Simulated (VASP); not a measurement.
# Bi (R-3m) in VASP: further runs, part 2 of 2

VASP 6.6.1. The steps go on from the part before.

## Step 3: Single point, r2SCAN

Contents of POSCAR:

```
Bi
1.0
    2.2622500000      1.3061100000      3.8826110000
   -2.2622500000      1.3061100000      3.8826110000
    0.0000000000     -2.6122210000      3.8826110000
Bi
2
Direct
    0.2368250000      0.2368250000      0.2368250000
    0.7631750000      0.7631750000      0.7631750000
```

Contents of INCAR.step1:

```
SYSTEM = Bi
PREC = Accurate
ENCUT = 520
ISMEAR = -1
SIGMA = 0.05
LREAL = .FALSE.
LASPH = .TRUE.
NELM = 60
NBANDS = 22
GGA = PE
ALGO = Normal
EDIFF = 1E-4
LWAVE = .TRUE.
LCHARG = .FALSE.
```

Contents of INCAR.step2:

```
SYSTEM = Bi
PREC = Accurate
ENCUT = 520
EDIFF = 1E-6
ISMEAR = -1
SIGMA = 0.05
LREAL = .FALSE.
LASPH = .TRUE.
NELM = 60
ALGO = Normal
ISIF = 2
LWAVE = .FALSE.
LCHARG = .TRUE.
METAGGA = R2SCAN
LMIXTAU = .TRUE.
LELF = .TRUE.
LVHAR = .TRUE.
NBANDS = 22
ISTART = 1
```

Contents of KPOINTS:

```
regular mesh
0
G
  8 8 8
  0 0 0
```

Potentials or basis: VASP PAW PBE potentials, release 64 (Bi_d).

On the command line:

```console
> cat potpaw_PBE.64/Bi_d/POTCAR > POTCAR
> cp INCAR.step1 INCAR
> mpirun -np 1 vasp_std > vasp.out
> cp INCAR.step2 INCAR
> mpirun -np 1 vasp_std > vasp.out
```

OUTCAR:

```text
SYSTEM = Bi
   PREC = Accurate
   ENCUT = 520
   EDIFF = 1E-6
   ISMEAR = -1
   LREAL = .FALSE.
   LASPH = .TRUE.
   NELM = 60
   ISIF = 2
   METAGGA = R2SCAN
   ISTART = 1

 ion  position               nearest neighbor table
   1  0.237  0.237  0.237-   2 3.08   2 3.08   2 3.08   2 3.45   2 3.45   2 3.45
   2  0.763  0.763  0.763-   1 3.08   1 3.08   1 3.08   1 3.45   1 3.45   1 3.45

  LATTYP: Found a trigonal (rhomboedric) cell.
 ALAT       =     4.6795690584
 COS(alpha) =     0.5325884197

  Lattice vectors:

 A1 = (   2.2622500000,   1.3061100000,   3.8826110000)
 A2 = (  -2.2622500000,   1.3061100000,   3.8826110000)
 A3 = (   0.0000000000,  -2.6122210000,   3.8826110000)

Analysis of symmetry for initial positions (statically):
=====================================================================
 Subroutine PRICEL returns:
 Original cell was already a primitive cell.

 Routine SETGRP: Setting up the symmetry group for a
 trigonal (rhombohedral) supercell.

 Subroutine GETGRP returns: Found 12 space group operations
 (whereof 12 operations were pure point group operations)
 out of a pool of 12 trial point group operations.

The static configuration has the point symmetry D_3d.

Analysis of symmetry for dynamics (positions and initial velocities):
=====================================================================
 Subroutine PRICEL returns:
 Original cell was already a primitive cell.

 Routine SETGRP: Setting up the symmetry group for a
 trigonal (rhombohedral) supercell.

 Subroutine GETGRP returns: Found 12 space group operations
 (whereof 12 operations were pure point group operations)
 out of a pool of 12 trial point group operations.

The dynamic configuration has the point symmetry D_3d.

 Subroutine INISYM returns: Found 12 space group operations
 (whereof 12 operations are pure point group operations),
 and found     1 'primitive' translations

----------------------------------------------------------------------------------------

                                     Primitive cell

  volume of cell :      68.8328

  direct lattice vectors                    reciprocal lattice vectors
     2.262250000  1.306110000  3.882611000     0.221018897  0.127605350  0.085852890
    -2.262250000  1.306110000  3.882611000    -0.221018897  0.127605350  0.085852890
     0.000000000 -2.612221000  3.882611000     0.000000000 -0.255210701  0.085852857

  length of vectors
     4.679569058  4.679569058  4.679569075     0.269264177  0.269264177  0.269264210

  position of ions in fractional coordinates (direct lattice)
     0.236825000  0.236825000  0.236825000
     0.763175000  0.763175000  0.763175000

  ion indices of the primitive-cell ions
   primitive index   ion index
                 1           1
                 2           2

----------------------------------------------------------------------------------------

 KPOINTS: regular mesh

Automatic generation of k-mesh.
 Grid dimensions read from file:
 generate k-points for:    8    8    8

 Generating k-lattice:

  Cartesian coordinates                     Fractional coordinates (reciprocal lattice)
     0.027627362  0.015950669  0.010731611     0.125000000  0.000000000  0.000000000
    -0.027627362  0.015950669  0.010731611     0.000000000  0.125000000  0.000000000
     0.000000000 -0.031901338  0.010731607     0.000000000  0.000000000  0.125000000

  Length of vectors
     0.033658022  0.033658022  0.033658026

  Shift w.r.t. Gamma in fractional coordinates (k-lattice)
     0.000000000  0.000000000  0.000000000

 Subroutine IBZKPT returns following result:
 ===========================================

 Found     65 irreducible k-points:

 Following reciprocal coordinates:
            Coordinates               Weight
  0.000000  0.000000  0.000000      1.000000
  0.125000  0.000000  0.000000      6.000000
  0.250000  0.000000  0.000000      6.000000
  0.375000  0.000000  0.000000      6.000000
  0.500000  0.000000  0.000000      3.000000
  0.125000  0.125000  0.000000      6.000000
[... 16 lines left out ...]
  0.250000  0.125000  0.125000      6.000000
  0.375000  0.125000  0.125000      6.000000
 [... further k-points ...]
   k-points           NKPTS =     65   k-points in BZ     NKDIM =     65   number of bands    NBANDS=     22
   number of dos      NEDOS =    301   number of ions     NIONS =      2
   total plane-waves  NPLWV =  46656
   dimension x,y,z NGX =    36 NGY =   36 NGZ =   36
   dimension x,y,z NGXF=    72 NGYF=   72 NGZF=   72
   ions per type =               2
   NGX,Y,Z   is equivalent  to a cutoff of  12.79, 12.79, 12.79 a.u.
   NGXF,Y,Z  is equivalent  to a cutoff of  25.58, 25.58, 25.58 a.u.
 SYSTEM =  Bi
   PREC   = accura    normal or accurate (medium, high low for compatibility)
   ISTART =      1    job   : 0-new  1-cont  2-samecut
   ICHARG =      0    charge: 1-file 2-atom 10-const
   ISPIN  =      1    spin polarized calculation?
   LNONCOLLINEAR =      F non collinear calculations
   LSORBIT =      F    spin-orbit coupling
   LASPH  =      T    aspherical Exc in radial PAW
   ENCUT  =  520.0 eV  38.22 Ry    6.18 a.u.   8.70  8.70  8.70*2*pi/ulx,y,z
   NELM   =     60;   NELMIN=  2; NELMDL=  0     # of ELM steps
   EDIFF  = 0.1E-05   stopping-criterion for ELM
   LREAL  =      F    real-space projection
   EDIFFG = 0.1E-04   stopping-criterion for IOM
   NSW    =      0    number of steps for IOM
   IBRION =     -1    ionic relax: 0-MD 1-quasi-New 2-CG
   NFREE  =      0    steps in history (QN), initial steepest desc. (CG)
   ISIF   =      2    stress and relaxation
   ISYM   =      2    0-nonsym 1-usesym 2-fastsym
   POTIM  = 0.5000    time-step for ionic-motion
   TEBEG  =    0.0;   TEEND  =   0.0 temperature during run
   PSTRESS=    0.0 pullay stress
   NELECT =      30.0000    total number of electrons
   NUPDOWN=      -1.0000    fix difference up-down
   EMIN   =  10.00;   EMAX   =-10.00  energy-range for DOS
   EFERMI =   0.00;   METHOD = LEGACY
   ISMEAR =    -1;   SIGMA  =   0.05  broadening in eV -4-tet -1-fermi 0-gaus
   EFERMI_NEDOS =   21; number of points for ismear=-14 and -15
   IALGO  =     38    algorithm
   IMIX   =      4    mixing-type and parameters
     AMIX     =   0.40;   BMIX     =  1.00
     AMIX_MAG =   1.60;   BMIX_MAG =  1.00
  volume/ion in A,a.u.               =      34.42       232.25
  Fermi-wavevector in a.u.,A,eV,Ry     =   1.241224  2.345573 20.961628  1.540636
  Thomas-Fermi vector in A             =   2.375631
   LORBIT       =      0    0 simple, 1 ext, 2 COOP (PROOUT), +10 PAW based schemes
   METAGGA = R2SCAN    functional components
   LHFCALC =     F    Hartree Fock is set to
   AEXX    =    0.0000 exact exchange contribution
   IVDW    =     0    specifies the selected vdW correction
   LEPSILON=     F    determine dielectric tensor
   LRPA    =     F    only Hartree local field effects (RPA)
 non-spin polarized calculation
  energy-cutoff  :      520.00
  volume of cell :       68.83
 maximum number of plane-waves:      1875
   NGX = 17   NGY = 17   NGZ = 17

 number of electron      30.0000005 magnetization

 Free energy of the ion-electron system (eV)
  ---------------------------------------------------
  ext. energy  EPLUGINS =         0.00000000
  ---------------------------------------------------
  free energy    TOTEN  =      -116.97805870 eV

  energy without entropy =     -116.97617527  energy(sigma->0) =     -116.97711699

 E-fermi :   6.5594     XC(G=0): -10.3309

 val. band max:        6.5294841651   @ k =   0.3750   0.1250   0.1250
 cond. band min:       6.6929567533   @ k =   0.3750   0.1250   0.1250
 fundamental gap:      0.1634725882
 Fermi energy:         6.5594397563

 k-point     1 :       0.0000    0.0000    0.0000
  band No.  band energies     occupation
      1     -17.1743      2.00000
      2     -17.1743      2.00000
      3     -17.0028      2.00000
      4     -17.0028      2.00000
      5     -16.9888      2.00000
      6     -16.7909      2.00000
[... 14 lines left out ...]
     21      12.6146      0.00000
     22      13.4032      0.00000

 k-point     2 :       0.1250    0.0000    0.0000
  band No.  band energies     occupation
      1     -17.1598      2.00000
      2     -17.1575      2.00000
      3     -16.9965      2.00000
      4     -16.9932      2.00000
      5     -16.9800      2.00000
      6     -16.7991      2.00000
[... 14 lines left out ...]
     21      12.8215      0.00000
     22      14.5330      0.00000
[... 523 lines left out ...]
     21      13.5713      0.00000
     22      14.6627      0.00000

 k-point    24 :       0.3750    0.1250    0.1250
  band No.  band energies     occupation
      1     -17.1129      2.00000
      2     -17.0732      2.00000
      3     -16.9632      2.00000
      4     -16.9628      2.00000
      5     -16.9488      2.00000
      6     -16.8292      2.00000
[... 14 lines left out ...]
     21      14.7366      0.00000
     22      16.0677      0.00000

 [... further k-points ...]
[... 5 lines left out ...]
  --------------------------------------------------------------------------------------
  -------------------------------------------------------------------------------------
  Total        0.6150859      0.6150856      0.7408007      0.0000000     -0.0000001      0.0000000
  in kB       14.3169584     14.3169515     17.2431396      0.0000000     -0.0000015      0.0000000
  external PRESSURE =      15.2923498 kB  Pullay stress =       0.0000000 kB

 VOLUME and BASIS-vectors are now :
 -----------------------------------------------------------------------------
  energy-cutoff  :      520.00
  volume of cell :       68.83
      direct lattice vectors                 reciprocal lattice vectors
     2.262250000  1.306110000  3.882611000     0.221018897  0.127605350  0.085852890
    -2.262250000  1.306110000  3.882611000    -0.221018897  0.127605350  0.085852890
     0.000000000 -2.612221000  3.882611000     0.000000000 -0.255210701  0.085852857

 POSITION                                       TOTAL-FORCE (eV/Angst)
 -----------------------------------------------------------------------------------
      0.00000     -0.00000      2.75850         0.000000      0.000000     -0.187737
      0.00000     -0.00000      8.88933         0.000000     -0.000000      0.187737
 -----------------------------------------------------------------------------------
    total drift:                                0.000000     -0.000000      0.000000

  FREE ENERGIE OF THE ION-ELECTRON SYSTEM (eV)
  ---------------------------------------------------
  free  energy   TOTEN  =      -116.9780587046 eV

  energy  without entropy=     -116.9761752748  energy(sigma->0) =     -116.97711699
```

Wall time 5.8 min (1 thread of Intel Xeon 8259CL, shared host); peak memory 0.26 GiB.

What came out:

| Item | Value |
| --- | --- |
| Free energy | -116.9781 eV |
| Pressure | 1.5 GPa |
| Largest force | 0.188 eV/Å |
| Band gap on the k mesh | zero (bands 15 and 16 overlap by 0.18 eV) |

Forces in eV/Å, atoms in the order of the input:
```
Bi   0.000  0.000 -0.188
Bi   0.000  0.000  0.188
```

Caveat: the PAW data sets were made with another functional, which shifts forces and pressure a little; spin-orbit coupling is left out, which moves the levels of the heavy elements.
